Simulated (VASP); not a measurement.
# Ti3Al (vib) (Fm-3m) in VASP: notebook

Ti3Al (vib) is run at these levels: LDA; tasks: single point.

Everything below comes from runs of VASP 6.6.1. Logs are shortened: lines on timing, memory, paths and dates and some standing lists are left out, and cuts for length are marked.

### Step 1. The cell of the first run

It takes space group Fm-3m (No. 225, cubic). Conventional cell: a = 6.295 Å, b = 6.295 Å, c = 6.295 Å, α = 90.00°, β = 90.00°, γ = 90.00°. Within 3.6 Å of Ti (site symmetry -43m) lie 4 Al at 2.73 Å and 10 Ti at 2.73 to 3.15 Å. Ti (site symmetry m-3m) has 8 Ti at 2.73 Å and 6 Al at 3.15 Å within 3.6 Å. Within 3.6 Å of Al (site symmetry m-3m) lie 14 Ti at 2.73 to 3.15 Å.

### Step 2. Single point, LDA

INCAR reads:

```
PREC = Accurate
ENCUT = 520
EDIFF = 1E-6
ISMEAR = 0
SIGMA = 0.1
LREAL = F
LASPH = T
NELM = 80
ALGO = Fast
ISIF = 2
LWAVE = F
LCHARG = T
GGA = CA
LELF = T
LVHAR = T
NBANDS = 28
```

KPOINTS reads:

```
regular mesh
0
Gamma
  6 6 6
```

POSCAR reads:

```
Ti3Al
1.0
    0.0000000000      3.1476507367      3.1476507367
    3.1476507367      0.0000000000      3.1476507367
    3.1476507367      3.1476507367      0.0000000000
Ti Al
3 1
Direct
    0.7500000000      0.7500000000      0.7500000000
    0.2500000000      0.2500000000      0.2500000000
    0.0000000000      0.0000000000      0.0000000000
    0.5000000000      0.5000000000      0.5000000000
```

Potentials or basis: VASP PAW LDA potentials, release 64 (Ti_sv, Al).

On the command line:

```bash
$ cat potpaw_LDA.64/Ti_sv/POTCAR potpaw_LDA.64/Al/POTCAR > POTCAR
$ mpirun -np 1 vasp_std > vasp.out
```

OUTCAR:

```text
PREC = Accurate
   ENCUT = 520
   EDIFF = 1E-6
   ISMEAR = 0
   LREAL = F
   LASPH = T
   NELM = 80
   ISIF = 2
   GGA = CA

 ion  position               nearest neighbor table
   1  0.750  0.750  0.750-   4 2.73   4 2.73   4 2.73   3 2.73   4 2.73   3 2.73   3 2.73   3 2.73

   2  0.250  0.250  0.250-   3 2.73   3 2.73   3 2.73   3 2.73   4 2.73   4 2.73   4 2.73   4 2.73

   3  0.000  0.000  0.000-   1 2.73   1 2.73   1 2.73   1 2.73   2 2.73   2 2.73   2 2.73   2 2.73

   4  0.500  0.500  0.500-   2 2.73   2 2.73   2 2.73   1 2.73   2 2.73   1 2.73   1 2.73   1 2.73

  LATTYP: Found a face centered cubic cell.
 ALAT       =     6.2953014734

  Lattice vectors:

 A1 = (   0.0000000000,   3.1476507367,   3.1476507367)
 A2 = (   3.1476507367,   0.0000000000,   3.1476507367)
 A3 = (   3.1476507367,   3.1476507367,   0.0000000000)

Analysis of symmetry for initial positions (statically):
=====================================================================
 Subroutine PRICEL returns:
 Original cell was already a primitive cell.

 Routine SETGRP: Setting up the symmetry group for a
 face centered cubic supercell.

 Subroutine GETGRP returns: Found 48 space group operations
[... 9 lines left out ...]

 Routine SETGRP: Setting up the symmetry group for a
 face centered cubic supercell.

 Subroutine GETGRP returns: Found 48 space group operations
[... 11 lines left out ...]
                                     Primitive cell

  volume of cell :      62.3720

  direct lattice vectors                    reciprocal lattice vectors
     0.000000000  3.147650737  3.147650737    -0.158848628  0.158848628  0.158848628
     3.147650737  0.000000000  3.147650737     0.158848628 -0.158848628  0.158848628
     3.147650737  3.147650737  0.000000000     0.158848628  0.158848628 -0.158848628

  length of vectors
     4.451450361  4.451450361  4.451450361     0.275133894  0.275133894  0.275133894

  position of ions in fractional coordinates (direct lattice)
     0.750000000  0.750000000  0.750000000
     0.250000000  0.250000000  0.250000000
     0.000000000  0.000000000  0.000000000
     0.500000000  0.500000000  0.500000000

  ion indices of the primitive-cell ions
   primitive index   ion index
                 1           1
                 2           2
                 3           3
                 4           4

----------------------------------------------------------------------------------------

 KPOINTS: regular mesh

Automatic generation of k-mesh.
 Grid dimensions read from file:
 generate k-points for:    6    6    6

 Generating k-lattice:

  Cartesian coordinates                     Fractional coordinates (reciprocal lattice)
    -0.026474771  0.026474771  0.026474771     0.166666667  0.000000000  0.000000000
     0.026474771 -0.026474771  0.026474771     0.000000000  0.166666667  0.000000000
     0.026474771  0.026474771 -0.026474771     0.000000000  0.000000000  0.166666667

  Length of vectors
     0.045855649  0.045855649  0.045855649

  Shift w.r.t. Gamma in fractional coordinates (k-lattice)
     0.000000000  0.000000000  0.000000000

 Subroutine IBZKPT returns following result:
 ===========================================

 Found     16 irreducible k-points:

 Following reciprocal coordinates:
            Coordinates               Weight
  0.000000  0.000000  0.000000      1.000000
  0.166667  0.000000  0.000000      8.000000
  0.333333  0.000000  0.000000      8.000000
  0.500000  0.000000  0.000000      4.000000
  0.166667  0.166667  0.000000      6.000000
  0.333333  0.166667  0.000000     24.000000
[... 8 lines left out ...]
 -0.333333  0.333333  0.166667     24.000000
 -0.333333  0.500000  0.166667     12.000000
   k-points           NKPTS =     16   k-points in BZ     NKDIM =     16   number of bands    NBANDS=     28
   number of dos      NEDOS =    301   number of ions     NIONS =      4
   total plane-waves  NPLWV =  46656
   dimension x,y,z NGX =    36 NGY =   36 NGZ =   36
   dimension x,y,z NGXF=    72 NGYF=   72 NGZF=   72
   ions per type =               3   1
   NGX,Y,Z   is equivalent  to a cutoff of  13.44, 13.44, 13.44 a.u.
   NGXF,Y,Z  is equivalent  to a cutoff of  26.89, 26.89, 26.89 a.u.
 SYSTEM =  unknown system
   PREC   = accura    normal or accurate (medium, high low for compatibility)
   ISTART =      0    job   : 0-new  1-cont  2-samecut
   ICHARG =      2    charge: 1-file 2-atom 10-const
   ISPIN  =      1    spin polarized calculation?
   LNONCOLLINEAR =      F non collinear calculations
   LSORBIT =      F    spin-orbit coupling
   LASPH  =      T    aspherical Exc in radial PAW
   ENCUT  =  520.0 eV  38.22 Ry    6.18 a.u.   8.28  8.28  8.28*2*pi/ulx,y,z
   NELM   =     80;   NELMIN=  2; NELMDL= -5     # of ELM steps
   EDIFF  = 0.1E-05   stopping-criterion for ELM
   LREAL  =      F    real-space projection
   EDIFFG = 0.1E-04   stopping-criterion for IOM
   NSW    =      0    number of steps for IOM
   IBRION =     -1    ionic relax: 0-MD 1-quasi-New 2-CG
   NFREE  =      0    steps in history (QN), initial steepest desc. (CG)
   ISIF   =      2    stress and relaxation
   ISYM   =      2    0-nonsym 1-usesym 2-fastsym
   POTIM  = 0.5000    time-step for ionic-motion
   TEBEG  =    0.0;   TEEND  =   0.0 temperature during run
   PSTRESS=    0.0 pullay stress
   NELECT =      39.0000    total number of electrons
   NUPDOWN=      -1.0000    fix difference up-down
   EMIN   =  10.00;   EMAX   =-10.00  energy-range for DOS
   EFERMI =   0.00;   METHOD = LEGACY
   ISMEAR =     0;   SIGMA  =   0.10  broadening in eV -4-tet -1-fermi 0-gaus
   EFERMI_NEDOS =   21; number of points for ismear=-14 and -15
   IALGO  =     68    algorithm
   IMIX   =      4    mixing-type and parameters
     AMIX     =   0.40;   BMIX     =  1.00
     AMIX_MAG =   1.60;   BMIX_MAG =  1.00
  volume/ion in A,a.u.               =      15.59       105.23
  Fermi-wavevector in a.u.,A,eV,Ry     =   1.399909  2.645445 26.663955  1.959745
  Thomas-Fermi vector in A             =   2.522922
   LORBIT       =      0    0 simple, 1 ext, 2 COOP (PROOUT), +10 PAW based schemes
   GGA     = CA    functional components
   LHFCALC =     F    Hartree Fock is set to
   AEXX    =    0.0000 exact exchange contribution
   IVDW    =     0    specifies the selected vdW correction
   LEPSILON=     F    determine dielectric tensor
   LRPA    =     F    only Hartree local field effects (RPA)
 non-spin polarized calculation
 RMM-DIIS sequential band-by-band and
 Gauss-broadening in eV      SIGMA  =   0.10
  energy-cutoff  :      520.00
  volume of cell :       62.37
 maximum number of plane-waves:      1694
 NGX is ok and might be reduce to    36
   NGX = 17   NGY = 17   NGZ = 17

 number of electron      38.9999992 magnetization

 Free energy of the ion-electron system (eV)
  ---------------------------------------------------
  ext. energy  EPLUGINS =         0.00000000
  ---------------------------------------------------
  free energy    TOTEN  =       -30.48651605 eV

  energy without entropy =      -30.45243419  energy(sigma->0) =      -30.46947512

 E-fermi :   8.6769     XC(G=0): -11.8774

 val. band max:        8.6672832023   @ k =  -0.3333   0.5000   0.1667
 cond. band min:       8.7076117489   @ k =   0.5000   0.3333   0.0000
 fundamental gap:      0.0403285466
 Fermi energy:         8.6769003162

 k-point     1 :       0.0000    0.0000    0.0000
  band No.  band energies     occupation
      1     -47.0688      2.00000
      2     -46.9600      2.00000
      3     -46.7299      2.00000
      4     -23.7681      2.00000
      5     -23.7681      2.00000
      6     -23.7681      2.00000
[... 20 lines left out ...]
     27      12.0304      0.00000
     28      12.0859      0.00000

 k-point     2 :       0.1667    0.0000    0.0000
  band No.  band energies     occupation
      1     -47.0568      2.00000
      2     -46.9635      2.00000
      3     -46.7386      2.00000
      4     -23.8320      2.00000
      5     -23.8100      2.00000
      6     -23.8100      2.00000
[... 20 lines left out ...]
     27      12.0581      0.00000
     28      12.2983      0.00000

 k-point     3 :       0.3333    0.0000    0.0000
  band No.  band energies     occupation
      1     -47.0278      2.00000
      2     -46.9736      2.00000
      3     -46.7580      2.00000
      4     -23.8522      2.00000
      5     -23.8522      2.00000
      6     -23.8435      2.00000
[... 20 lines left out ...]
     27      11.8692      0.00000
     28      11.9528      0.00000

 k-point     4 :       0.5000    0.0000    0.0000
  band No.  band energies     occupation
      1     -47.0044      2.00000
      2     -46.9863      2.00000
      3     -46.7690      2.00000
      4     -23.8681      2.00000
      5     -23.8681      2.00000
      6     -23.8211      2.00000
[... 20 lines left out ...]
     27      11.7078      0.00000
     28      11.7965      0.00000

 k-point     5 :       0.1667    0.1667    0.0000
  band No.  band energies     occupation
      1     -47.0530      2.00000
      2     -46.9643      2.00000
      3     -46.7417      2.00000
      4     -23.8595      2.00000
      5     -23.8595      2.00000
      6     -23.7703      2.00000
[... 20 lines left out ...]
     27      12.0679      0.00000
     28      13.4611      0.00000

 k-point     6 :       0.3333    0.1667    0.0000
  band No.  band energies     occupation
      1     -47.0300      2.00000
      2     -46.9710      2.00000
      3     -46.7584      2.00000
      4     -23.8993      2.00000
      5     -23.8921      2.00000
      6     -23.7980      2.00000
[... 20 lines left out ...]
     27      11.8931      0.00000
     28      12.0082      0.00000

 k-point     7 :       0.5000    0.1667    0.0000
  band No.  band energies     occupation
      1     -47.0029      2.00000
      2     -46.9833      2.00000
      3     -46.7736      2.00000
      4     -23.9047      2.00000
      5     -23.8908      2.00000
      6     -23.8188      2.00000
[... 20 lines left out ...]
     27      11.7467      0.00000
     28      11.7886      0.00000

 k-point     8 :      -0.3333    0.1667    0.0000
  band No.  band energies     occupation
      1     -47.0110      2.00000
      2     -46.9791      2.00000
      3     -46.7695      2.00000
      4     -23.8897      2.00000
      5     -23.8732      2.00000
      6     -23.8402      2.00000
[... 20 lines left out ...]
     27      11.8328      0.00000
     28      12.0355      0.00000

 k-point     9 :      -0.1667    0.1667    0.0000
  band No.  band energies     occupation
      1     -47.0393      2.00000
      2     -46.9686      2.00000
      3     -46.7514      2.00000
      4     -23.8664      2.00000
      5     -23.8551      2.00000
      6     -23.8214      2.00000
[... 20 lines left out ...]
     27      11.8993      0.00000
     28      12.2038      0.00000

 k-point    10 :       0.3333    0.3333    0.0000
  band No.  band energies     occupation
      1     -47.0168      2.00000
      2     -46.9729      2.00000
      3     -46.7700      2.00000
      4     -23.9474      2.00000
      5     -23.9474      2.00000
      6     -23.7763      2.00000
[... 20 lines left out ...]
     27      11.8772      0.00000
     28      12.0698      0.00000

 k-point    11 :       0.5000    0.3333    0.0000
  band No.  band energies     occupation
      1     -46.9983      2.00000
      2     -46.9787      2.00000
      3     -46.7830      2.00000
      4     -23.9592      2.00000
      5     -23.9562      2.00000
      6     -23.7775      2.00000
[... 20 lines left out ...]
     27      11.6875      0.00000
     28      11.9737      0.00000

 k-point    12 :      -0.3333    0.3333    0.0000
  band No.  band energies     occupation
      1     -46.9910      2.00000
      2     -46.9861      2.00000
      3     -46.7828      2.00000
      4     -23.9312      2.00000
      5     -23.9284      2.00000
      6     -23.7720      2.00000
[... 20 lines left out ...]
     27      12.0008      0.00000
     28      12.1374      0.00000

 k-point    13 :       0.5000    0.5000    0.0000
  band No.  band energies     occupation
      1     -46.9950      2.00000
      2     -46.9772      2.00000
      3     -46.7878      2.00000
      4     -23.9818      2.00000
      5     -23.9818      2.00000
      6     -23.7806      2.00000
[... 20 lines left out ...]
     27      11.5773      0.00000
     28      12.0376      0.00000

 k-point    14 :       0.5000    0.3333    0.1667
  band No.  band energies     occupation
      1     -47.0085      2.00000
      2     -46.9773      2.00000
      3     -46.7740      2.00000
      4     -23.9464      2.00000
      5     -23.8883      2.00000
      6     -23.8126      2.00000
[... 20 lines left out ...]
     27      11.8509      0.00000
     28      12.5217      0.00000

 k-point    15 :      -0.3333    0.3333    0.1667
  band No.  band energies     occupation
      1     -46.9910      2.00000
      2     -46.9861      2.00000
      3     -46.7828      2.00000
      4     -23.9653      2.00000
      5     -23.8503      2.00000
      6     -23.8324      2.00000
[... 20 lines left out ...]
     27      11.6381      0.00000
     28      11.8891      0.00000

 k-point    16 :      -0.3333    0.5000    0.1667
  band No.  band energies     occupation
      1     -46.9905      2.00000
      2     -46.9816      2.00000
      3     -46.7878      2.00000
      4     -23.9895      2.00000
      5     -23.9099      2.00000
      6     -23.7697      2.00000
[... 20 lines left out ...]
     27      11.4438      0.00000
     28      11.6922      0.00000

------------------------ aborting loop because EDIFF is reached ----------------------------------------

  FORCE on cell =-STRESS in cart. coord.  units (eV):
  Direction    XX          YY          ZZ          XY          YZ          ZX
  --------------------------------------------------------------------------------------
  -------------------------------------------------------------------------------------
  Total        0.0026054      0.0026054      0.0026054     -0.0000000      0.0000000      0.0000000
  in kB        0.0669253      0.0669253      0.0669253     -0.0000000      0.0000000      0.0000000
  external PRESSURE =       0.0669253 kB  Pullay stress =       0.0000000 kB

 VOLUME and BASIS-vectors are now :
 -----------------------------------------------------------------------------
  energy-cutoff  :      520.00
  volume of cell :       62.37
      direct lattice vectors                 reciprocal lattice vectors
     0.000000000  3.147650737  3.147650737    -0.158848628  0.158848628  0.158848628
     3.147650737  0.000000000  3.147650737     0.158848628 -0.158848628  0.158848628
     3.147650737  3.147650737  0.000000000     0.158848628  0.158848628 -0.158848628

 POSITION                                       TOTAL-FORCE (eV/Angst)
 -----------------------------------------------------------------------------------
      4.72148      4.72148      4.72148         0.000000      0.000000      0.000000
      1.57383      1.57383      1.57383        -0.000000     -0.000000     -0.000000
      0.00000      0.00000      0.00000         0.000000     -0.000000      0.000000
      3.14765      3.14765      3.14765         0.000000     -0.000000      0.000000
 -----------------------------------------------------------------------------------
    total drift:                                0.000000      0.000000      0.000000

  FREE ENERGIE OF THE ION-ELECTRON SYSTEM (eV)
  ---------------------------------------------------
  free  energy   TOTEN  =       -30.4865160542 eV

  energy  without entropy=      -30.4524341881  energy(sigma->0) =      -30.46947512
```

Run time: 36 s. Hardware: 1 thread of Intel Xeon 6975P-C (Granite Rapids), shared host; peak memory 0.18 GiB.

What came out:

```
Free energy : -30.4865 eV
Pressure    : 0.0 GPa
```

(Continued in part 2 of 2.)
